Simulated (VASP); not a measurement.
# MgI2 (P-1) in VASP: a series of runs

Runs on MgI2. Level: PBE. Tasks: single point.

Everything below comes from runs of VASP 6.6.1. Logs are shortened: lines on timing, memory, paths and dates and some standing lists are left out, and cuts for length are marked.

### 1 The cell of the first run

The typed cell holds 3 atoms: a = 4.154 Å, b = 4.154 Å, c = 6.863 Å, α = 91.07°, β = 87.85°, γ = 120.00°.

### 2 Single point, PBE (strain +0.0375 x Voigt [0, 0, 0, 0, 1, 0])

The input, INCAR:

```
PREC = Accurate
ENCUT = 520
EDIFF = 1E-7
ISMEAR = 0
SIGMA = 0.05
LREAL = False
LASPH = True
NELM = 60
ALGO = Normal
ISIF = 2
LWAVE = False
LCHARG = True
GGA = PE
LELF = True
LVHAR = True
NBANDS = 15
```

The input, KPOINTS:

```
Automatic mesh
0
Gamma
  6 6 4
```

The input, POSCAR:

```
MgI2
1.0
    4.1537001214      0.0000000000      0.0778818773
   -2.0768500607      3.5972098248     -0.0389409386
    0.1286625000      0.0000000000      6.8620000000
Mg I
1 2
Direct
    0.0000000000      0.0000000000      0.0000000000
    0.3333333333      0.6666666667      0.7576300000
    0.6666666667      0.3333333333      0.2423700000
```

Potentials or basis: VASP PAW PBE potentials, release 64 (Mg, I).

Launch:

```
> cat potpaw_PBE.64/Mg/POTCAR potpaw_PBE.64/I/POTCAR > POTCAR
> mpirun -np 1 vasp_std > vasp.out
```

OUTCAR:

```text
PREC = Accurate
   ENCUT = 520
   EDIFF = 1E-7
   ISMEAR = 0
   LREAL = False
   LASPH = True
   NELM = 60
   ISIF = 2
   GGA = PE

 ion  position               nearest neighbor table
   1  0.000  0.000  0.000-   2 2.87   3 2.87   2 2.92   3 2.92   3 2.96   2 2.96
   2  0.333  0.667  0.758-   1 2.87   1 2.92   1 2.96
   3  0.667  0.333  0.242-   1 2.87   1 2.92   1 2.96

  LATTYP: Found a base centered monoclinic cell.
 ALAT       =     4.1544301998
 B/A-ratio  =     1.7317464258
 C/A-ratio  =     1.6520210413
 COS(beta)  =    -0.0374868210

  Lattice vectors:

 A1 = (  -2.0768500607,   3.5972098248,  -0.0389409386)
 A2 = (  -2.0768500607,  -3.5972098248,  -0.0389409387)
 A3 = (   0.1286625000,   0.0000000000,   6.8620000000)

Analysis of symmetry for initial positions (statically):
=====================================================================
 Subroutine PRICEL returns:
 Original cell was already a primitive cell.

 Routine SETGRP: Setting up the symmetry group for a
 base centered monoclinic supercell.

 Subroutine GETGRP returns: Found  2 space group operations
 (whereof  2 operations were pure point group operations)
 out of a pool of  4 trial point group operations.

The static configuration has the point symmetry S_2 .

Analysis of symmetry for dynamics (positions and initial velocities):
=====================================================================
 Subroutine PRICEL returns:
 Original cell was already a primitive cell.

 Routine SETGRP: Setting up the symmetry group for a
 base centered monoclinic supercell.

 Subroutine GETGRP returns: Found  2 space group operations
 (whereof  2 operations were pure point group operations)
 out of a pool of  4 trial point group operations.

The dynamic configuration has the point symmetry S_2 .

 Subroutine INISYM returns: Found  2 space group operations
 (whereof  2 operations are pure point group operations),
 and found     1 'primitive' translations

----------------------------------------------------------------------------------------

                                     Primitive cell

  volume of cell :     102.4941

  direct lattice vectors                    reciprocal lattice vectors
     4.153700121  0.000000000  0.077881877     0.240833873  0.138996618 -0.004515635
    -2.076850061  3.597209825 -0.038940939     0.000000000  0.277993236  0.000000000
     0.128662500  0.000000000  6.862000000    -0.002733400 -0.000000000  0.145781359

  length of vectors
     4.154430200  4.153882653  6.863206105     0.278103227  0.277993236  0.145806982

  position of ions in fractional coordinates (direct lattice)
     0.000000000  0.000000000  0.000000000
     0.333333333  0.666666667  0.757630000
     0.666666667  0.333333333  0.242370000

  ion indices of the primitive-cell ions
   primitive index   ion index
                 1           1
                 2           2
                 3           3

----------------------------------------------------------------------------------------

 KPOINTS: Automatic mesh

Automatic generation of k-mesh.
 Grid dimensions read from file:
 generate k-points for:    6    6    4

 Generating k-lattice:

  Cartesian coordinates                     Fractional coordinates (reciprocal lattice)
     0.040138979  0.023166103 -0.000752606     0.166666667 -0.000000000  0.000000000
     0.000000000  0.046332206  0.000000000     0.000000000  0.166666667  0.000000000
    -0.000683350 -0.000000000  0.036445340     0.000000000  0.000000000  0.250000000

  Length of vectors
     0.046350538  0.046332206  0.036451746

  Shift w.r.t. Gamma in fractional coordinates (k-lattice)
     0.000000000  0.000000000  0.000000000

 Subroutine IBZKPT returns following result:
 ===========================================

 Found     76 irreducible k-points:

 Following reciprocal coordinates:
            Coordinates               Weight
  0.000000  0.000000  0.000000      1.000000
  0.166667  0.000000 -0.000000      2.000000
 -0.166667  0.166667  0.000000      2.000000
  0.333333 -0.000000  0.000000      2.000000
 -0.333333  0.333333  0.000000      2.000000
  0.500000 -0.000000  0.000000      1.000000
[... 16 lines left out ...]
 -0.166667  0.166667 -0.250000      2.000000
  0.333333 -0.000000  0.250000      2.000000
 [... further k-points ...]
   k-points           NKPTS =     76   k-points in BZ     NKDIM =     76   number of bands    NBANDS=     15
   number of dos      NEDOS =    301   number of ions     NIONS =      3
   total plane-waves  NPLWV =  55296
   dimension x,y,z NGX =    32 NGY =   32 NGZ =   54
   dimension x,y,z NGXF=    64 NGYF=   64 NGZF=  108
   ions per type =               1   2
   NGX,Y,Z   is equivalent  to a cutoff of  12.81, 12.81, 13.08 a.u.
   NGXF,Y,Z  is equivalent  to a cutoff of  25.61, 25.61, 26.16 a.u.
 SYSTEM =  unknown system
   PREC   = accura    normal or accurate (medium, high low for compatibility)
   ISTART =      0    job   : 0-new  1-cont  2-samecut
   ICHARG =      2    charge: 1-file 2-atom 10-const
   ISPIN  =      1    spin polarized calculation?
   LNONCOLLINEAR =      F non collinear calculations
   LSORBIT =      F    spin-orbit coupling
   LASPH  =      T    aspherical Exc in radial PAW
   ENCUT  =  520.0 eV  38.22 Ry    6.18 a.u.   7.72  7.72 12.76*2*pi/ulx,y,z
   NELM   =     60;   NELMIN=  2; NELMDL= -5     # of ELM steps
   EDIFF  = 0.1E-06   stopping-criterion for ELM
   LREAL  =      F    real-space projection
   EDIFFG = 0.1E-05   stopping-criterion for IOM
   NSW    =      0    number of steps for IOM
   IBRION =     -1    ionic relax: 0-MD 1-quasi-New 2-CG
   NFREE  =      0    steps in history (QN), initial steepest desc. (CG)
   ISIF   =      2    stress and relaxation
   ISYM   =      2    0-nonsym 1-usesym 2-fastsym
   POTIM  = 0.5000    time-step for ionic-motion
   TEBEG  =    0.0;   TEEND  =   0.0 temperature during run
   PSTRESS=    0.0 pullay stress
   NELECT =      16.0000    total number of electrons
   NUPDOWN=      -1.0000    fix difference up-down
   EMIN   =  10.00;   EMAX   =-10.00  energy-range for DOS
   EFERMI =   0.00;   METHOD = LEGACY
   ISMEAR =     0;   SIGMA  =   0.05  broadening in eV -4-tet -1-fermi 0-gaus
   EFERMI_NEDOS =   21; number of points for ismear=-14 and -15
   IALGO  =     38    algorithm
   IMIX   =      4    mixing-type and parameters
     AMIX     =   0.40;   BMIX     =  1.00
     AMIX_MAG =   1.60;   BMIX_MAG =  1.00
  volume/ion in A,a.u.               =      34.16       230.55
  Fermi-wavevector in a.u.,A,eV,Ry     =   0.881486  1.665766 10.571955  0.777017
  Thomas-Fermi vector in A             =   2.001988
   LORBIT       =      0    0 simple, 1 ext, 2 COOP (PROOUT), +10 PAW based schemes
   GGA     = PE    functional components
   LHFCALC =     F    Hartree Fock is set to
   AEXX    =    0.0000 exact exchange contribution
   IVDW    =     0    specifies the selected vdW correction
   LEPSILON=     F    determine dielectric tensor
   LRPA    =     F    only Hartree local field effects (RPA)
 non-spin polarized calculation
 Gauss-broadening in eV      SIGMA  =   0.05
  energy-cutoff  :      520.00
  volume of cell :      102.49
 maximum number of plane-waves:      2778
   NGX = 15   NGY = 15   NGZ = 25

 number of electron      16.0000001 magnetization

 Free energy of the ion-electron system (eV)
  ---------------------------------------------------
  ext. energy  EPLUGINS =         0.00000000
  ---------------------------------------------------
  free energy    TOTEN  =        -7.68758349 eV

  energy without entropy =       -7.68758349  energy(sigma->0) =       -7.68758349

 E-fermi :   2.5795     XC(G=0):  -8.2144

 val. band max:        2.3365381400   @ k =   0.0000   0.0000   0.0000
 cond. band min:       5.8219495469   @ k =   0.5000  -0.0000   0.2500
 fundamental gap:      3.4854114069
 Fermi energy:         2.5794993857

 k-point     1 :       0.0000    0.0000    0.0000
  band No.  band energies     occupation
      1      -9.7683      2.00000
      2      -9.0484      2.00000
      3      -1.2270      2.00000
      4       1.8413      2.00000
      5       1.8651      2.00000
      6       2.1694      2.00000
      7       2.2963      2.00000
      8       2.3365      2.00000
      9       6.0144      0.00000
     10       7.0785      0.00000
     11       8.9092      0.00000
     12       9.0996      0.00000
     13       9.7907      0.00000
     14      10.3812      0.00000
     15      10.5376      0.00000

 k-point     2 :       0.1667    0.0000   -0.0000
  band No.  band energies     occupation
      1      -9.6267      2.00000
      2      -8.9790      2.00000
      3      -1.0363      2.00000
      4       0.8977      2.00000
      5       1.4103      2.00000
      6       1.5269      2.00000
      7       2.1391      2.00000
      8       2.2380      2.00000
      9       6.8404      0.00000
     10       7.7126      0.00000
     11       8.4700      0.00000
     12       9.3973      0.00000
     13       9.6186      0.00000
     14      10.2925      0.00000
     15      10.7987      0.00000

 k-point     3 :      -0.1667    0.1667    0.0000
  band No.  band energies     occupation
      1      -9.6269      2.00000
      2      -8.9765      2.00000
      3      -1.0295      2.00000
      4       0.8293      2.00000
      5       1.3480      2.00000
      6       1.5624      2.00000
      7       2.2083      2.00000
      8       2.2441      2.00000
      9       6.9323      0.00000
     10       7.7053      0.00000
     11       8.5599      0.00000
     12       9.3007      0.00000
     13       9.4530      0.00000
     14      10.3434      0.00000
     15      10.8664      0.00000
[... 343 lines left out ...]
 k-point    23 :      -0.1667    0.1667   -0.2500
  band No.  band energies     occupation
      1      -9.5748      2.00000
      2      -9.0455      2.00000
      3      -0.8043      2.00000
      4       0.7631      2.00000
      5       1.3066      2.00000
      6       1.6218      2.00000
      7       1.9626      2.00000
      8       2.1499      2.00000
      9       7.1146      0.00000
     10       7.7843      0.00000
     11       8.5822      0.00000
     12       9.1874      0.00000
     13       9.3708      0.00000
     14      10.0883      0.00000
     15      11.0502      0.00000

 k-point    24 :       0.3333   -0.0000    0.2500
  band No.  band energies     occupation
      1      -9.2562      2.00000
      2      -8.8961      2.00000
      3      -1.0050      2.00000
      4      -0.1613      2.00000
      5       0.5493      2.00000
      6       1.1601      2.00000
      7       1.8093      2.00000
      8       1.8340      2.00000
      9       6.0991      0.00000
     10       7.8750      0.00000
     11       8.5952      0.00000
     12       9.6091      0.00000
     13       9.7856      0.00000
     14      10.5336      0.00000
     15      11.6329      0.00000

 [... further k-points ...]
[... 5 lines left out ...]
  --------------------------------------------------------------------------------------
  -------------------------------------------------------------------------------------
  Total        0.7611985      0.7425162      0.9358103     -0.0552949      0.0120039     -0.4087096
  in kB       11.8989762     11.6069363     14.6284894     -0.8643636      0.1876444     -6.3889061
  external PRESSURE =      12.7114673 kB  Pullay stress =       0.0000000 kB

 VOLUME and BASIS-vectors are now :
 -----------------------------------------------------------------------------
  energy-cutoff  :      520.00
  volume of cell :      102.49
      direct lattice vectors                 reciprocal lattice vectors
     4.153700121  0.000000000  0.077881877     0.240833873  0.138996618 -0.004515635
    -2.076850061  3.597209825 -0.038940939     0.000000000  0.277993236  0.000000000
     0.128662500  0.000000000  6.862000000    -0.002733400 -0.000000000  0.145781359

 POSITION                                       TOTAL-FORCE (eV/Angst)
 -----------------------------------------------------------------------------------
      0.00000      0.00000      0.00000        -0.000000      0.000000     -0.000000
      0.09748      2.39814      5.19886         0.105997     -0.002174     -0.041708
      2.10803      1.19907      1.70208        -0.105997      0.002174      0.041708
 -----------------------------------------------------------------------------------
    total drift:                               -0.000000      0.000000     -0.000000

  FREE ENERGIE OF THE ION-ELECTRON SYSTEM (eV)
  ---------------------------------------------------
  free  energy   TOTEN  =        -7.6875834894 eV

  energy  without entropy=       -7.6875834894  energy(sigma->0) =       -7.68758349
```

Wall time 46 s (1 thread of Intel Xeon 6975P-C (Granite Rapids), shared host); peak memory 0.3 GiB.

Results:

```
Free energy            : -7.6876 eV
Pressure               : 1.3 GPa
Largest force          : 0.114 eV/Å
Band gap on the k mesh : 3.49 eV, indirect (least direct gap 3.68 eV)
```

Forces on the atoms (eV/Å):
```
Mg   0.000  0.000  0.000
I    0.106 -0.002 -0.042
I   -0.106  0.002  0.042
```

Stress tensor (GPa, compression positive):
```
 1.19 -0.09 -0.64
-0.09  1.16  0.02
-0.64  0.02  1.46
```

Caveat: the cell differs from its parent crystal (strain +0.0375 x Voigt [0, 0, 0, 0, 1, 0]); spin-orbit coupling is left out, which moves the levels of the heavy elements.

### 3 Single point, PBE (strain +0.0562 x Voigt [0, 0, 0, 0, 1, 0])

The input, INCAR:

```
PREC     = Accurate       # precision mode
ENCUT    = 520            # plane-wave cutoff, eV
EDIFF    = 1E-7           # SCF threshold, eV
ISMEAR   = 0              # smearing method
SIGMA    = 0.05           # smearing width, eV
LREAL    = False          # projectors in reciprocal space
LASPH    = True           # aspherical terms in the spheres
NELM     = 80             # most SCF steps
ALGO     = Normal         # electronic algorithm
ISIF     = 2              # what is computed and relaxed
LWAVE    = False          # write WAVECAR
LCHARG   = False          # write CHGCAR
GGA      = PE             # functional
NBANDS   = 15             # bands
```

The input, KPOINTS:

```
regular mesh
0
Gamma
  6 6 4
```

The input, POSCAR:

```
MgI2
1.0
    4.1537001214      0.0000000000      0.1167189734
   -2.0768500607      3.5972098248     -0.0583594867
    0.1928222000      0.0000000000      6.8620000000
Mg I
1 2
Direct
    0.0000000000      0.0000000000      0.0000000000
    0.3333333333      0.6666666667      0.7576300000
    0.6666666667      0.3333333333      0.2423700000
```

Potentials or basis: VASP PAW PBE potentials, release 64 (Mg, I).

Launch:

```
> cat potpaw_PBE.64/Mg/POTCAR potpaw_PBE.64/I/POTCAR > POTCAR
> mpirun -np 1 vasp_std > vasp.out
```

Wall time 44 s (1 thread of Intel Xeon 6975P-C (Granite Rapids), shared host); peak memory 0.3 GiB.

It converged, with:

| Item | Value |
| --- | --- |
| Free energy | -7.6776 eV |
| Pressure | 1.3 GPa |
| Largest force | 0.170 eV/Å |
| Band gap on the k mesh | 3.47 eV, indirect (least direct gap 3.66 eV) |

Forces in eV/Å, atoms in the order of the input:
```
Mg   0.000  0.000  0.000
I    0.160 -0.005 -0.058
I   -0.160  0.005  0.058
```

Stress tensor (GPa, compression positive):
```
 1.27 -0.13 -0.96
-0.13  1.20  0.04
-0.96  0.04  1.56
```

Levels at points of the mesh, in eV from the valence-band top:
```
           k point  band 6  band 7  band 8  band 9  band 10  band 11
(0.00, 0.00, 0.00)   -0.22   -0.03    0.00    3.66     4.73     6.52
(0.50, 0.00, 0.00)   -1.44   -0.97   -0.53    3.56     5.23     5.59
(0.50, 0.50, 0.00)   -1.39   -0.92   -0.45    3.64     5.32     5.39
(0.00, 0.50, 0.00)   -1.38   -0.94   -0.50    3.62     5.21     5.50
(0.00, 0.00, 0.50)   -0.38   -0.35   -0.09    4.59     4.82     6.36
(0.50, 0.00, 0.50)   -0.99   -0.96   -0.78    3.49     5.11     5.85
(0.50, 0.50, 0.50)   -1.21   -0.72   -0.67    3.54     5.23     5.50
(0.00, 0.50, 0.50)   -1.11   -0.84   -0.73    3.52     5.14     5.66
```

Caveat: the cell differs from its parent crystal (strain +0.0562 x Voigt [0, 0, 0, 0, 1, 0]); spin-orbit coupling is left out, which moves the levels of the heavy elements. A k mesh can miss the band edges.
